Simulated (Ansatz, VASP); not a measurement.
**One calculation of SiC, two programs**

INCAR

```
SYSTEM = SiC
ALGO     = Normal         ! electronic algorithm
EDIFF    = 1E-6           ! SCF threshold, eV
ENCUT    = 520            ! plane-wave cutoff, eV
GGA      = PE             ! functional
ISIF     = 2              ! what is computed and relaxed
ISMEAR   = 0              ! smearing method
LASPH    = .True.         ! aspherical terms in the spheres
LCHARG   = .False.        ! write CHGCAR
LREAL    = .False.        ! projectors in reciprocal space
LWAVE    = .False.        ! write WAVECAR
NBANDS   = 26             ! bands
NELM     = 80             ! most SCF steps
PREC     = Accurate       ! precision mode
SIGMA    = 0.01           ! smearing width, eV
```

KPOINTS

```
k-points
0
Gamma
  12 12 4
  0 0 0
```

Contents of POSCAR:

```
SiC
1.0
    3.0775547717      0.0000000000      0.0000000000
   -1.5387773859      2.6652406138      0.0000000000
    0.0000000000      0.0000000000     10.0767209020
Si C
4 4
Direct
    0.6666666667      0.3333333333      0.9378415250
    0.3333333333      0.6666666667      0.4378415250
    0.0000000000      0.0000000000      0.6878903876
    0.0000000000      0.0000000000      0.1878903876
    0.6666666667      0.3333333333      0.7498007830
    0.3333333333      0.6666666667      0.2498007830
    0.0000000000      0.0000000000      0.5004663044
    0.0000000000      0.0000000000      0.0004663044
```

Input for Ansatz:

```yaml
crystal:
  lattice:
    - [3.0775547717, 0.0, 0.0]
    - [-1.5387773859, 2.6652406138, 0.0]
    - [0.0, 0.0, 10.076720902]
  atoms:
    - { symbol: Si, position: [0.6666666667, 0.3333333333, 0.937841525] }
    - { symbol: Si, position: [0.3333333333, 0.6666666667, 0.437841525] }
    - { symbol: Si, position: [0.0, 0.0, 0.6878903876] }
    - { symbol: Si, position: [0.0, 0.0, 0.1878903876] }
    - { symbol: C, position: [0.6666666667, 0.3333333333, 0.749800783] }
    - { symbol: C, position: [0.3333333333, 0.6666666667, 0.249800783] }
    - { symbol: C, position: [0.0, 0.0, 0.5004663044] }
    - { symbol: C, position: [0.0, 0.0, 0.0004663044] }
kpoints:
  mp_grid: { grid: [12, 12, 4] }
  band_path:
    path:
      - [0.0, 0.0, 0.0]
      - [0.5, 0.0, 0.0]
      - [0.3333333333, 0.3333333333, 0.0]
      - [0.0, 0.0, 0.5]
      - [0.5, 0.0, 0.5]
      - [0.3333333333, 0.3333333333, 0.5]
      - [0.0, 0.5, 0.0]
    npoints: 1
hamiltonian:
  xc: pbe
scf:
  occupations: { method: fixed }
  n_extra_bands: 6
output:
  forces: true
  stress: true
  eigenvalues: true
```

Alike in both runs: task single point; functional PBE; k mesh 12 × 12 × 4; no spin polarisation.

|  | VASP | Ansatz |
| --- | --- | --- |
| version | VASP 6.6.1 | Ansatz 0.2.0 |
| potentials or method | VASP PAW PBE potentials, release 64 (Si, C) | plane waves, PAW |
| plane-wave cutoff (eV) | 520 | 420 |
| occupations | gaussian, width 0.01 eV | fixed |
| valence electrons in the cell | 32 | 32 |

|  | VASP | Ansatz | Ansatz less VASP |
| --- | --- | --- | --- |
| gap on the k mesh at the Fermi level (eV) | 2.22 | 2.23 | +0.001 |
| pressure (GPa) | 3.5 | 3.5 | +0.06 |
| traceless stress, the component that is largest in VASP (GPa) | -0.08 | -0.08 | -0.005 |
